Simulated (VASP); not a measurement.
Set up this calculation in VASP 6.6.1, as the native input.

| Property | Result |
| --- | --- |
| Task | single point |
| Functional | PBE |
| Dispersion | D3(BJ) |
| Potentials or basis | VASP PAW PBE potentials, release 64 (Ti_sv, O) |
| Cutoff | 600 eV |
| k mesh | 9 × 6 × 3 |
| Occupations | gaussian, width 0.05 eV |
| Spin | no spin polarisation |
| Dipole correction | no |
| Further INCAR settings | ALGO = Normal; EDIFF = 1e-06; NBANDS = 60 |

The structure of TiO2 lies in POSCAR:

```
TiO2
1.0
    1.4862023626     -2.5741780023      0.0000000000
    1.4862023626     -0.8580593341     -4.8692577686
    9.1649145693      5.0053461157     -0.8115429614
Ti O
4 8
Direct
    0.0000000000     -0.1583416667      0.9500500000
    0.5000000000     -0.0333416667      0.2000500000
    0.0000000000     -0.0750083333      0.4500500000
    0.5000000000     -0.1166750000      0.7000500000
    0.9006209969      0.1820657564      0.1001534995
    0.4006209968      0.1403990897      0.3501534995
    0.9006209969      0.0987324230      0.6001534995
    0.4006209969      0.0570657564      0.8501534995
    0.5993790032      0.7929175770      0.0499465005
    0.0993790032      0.7512509103      0.2999465005
    0.5993790032      0.7095842436      0.5499465005
    0.0993790032      0.6679175770      0.7999465005
```

This cell differs from its parent crystal: the part above a cut slid along it.

The input as run:

INCAR

```
PREC = Accurate
ENCUT = 600
EDIFF = 1E-6
ISMEAR = 0
SIGMA = 0.05
LREAL = F
LASPH = T
NELM = 120
ALGO = Normal
ISIF = 2
LWAVE = F
LCHARG = F
GGA = PE
IVDW = 12
NBANDS = 60
GGA_COMPAT = F
```

KPOINTS

```
Automatic mesh
0
Gamma
  9 6 3
```

Potentials or basis: VASP PAW PBE potentials, release 64 (Ti_sv, O).

Run with:

```bash
$ cat potpaw_PBE.64/Ti_sv/POTCAR potpaw_PBE.64/O/POTCAR > POTCAR
$ mpirun -np 1 vasp_std > vasp.out
```

It gave:

The pressure is 5.7 GPa, the largest force is 8.925 eV/Å and the band gap on the k mesh is 2.19 eV (least direct gap 2.28 eV). The dispersion energy per atom is -0.200 eV.

Caveat: the cell differs from its parent crystal (the part above a cut slid along it); the stress differs along the axes, from 1 to 14 GPa; forces of over 1 eV/Å act on the atoms, so gaps and moduli don't describe the material at rest.

It took 7.7 min on 1 thread of Intel(R) Xeon(R) 6975P-C (Granite Rapids), on a shared host, peak memory 0.72 GiB.
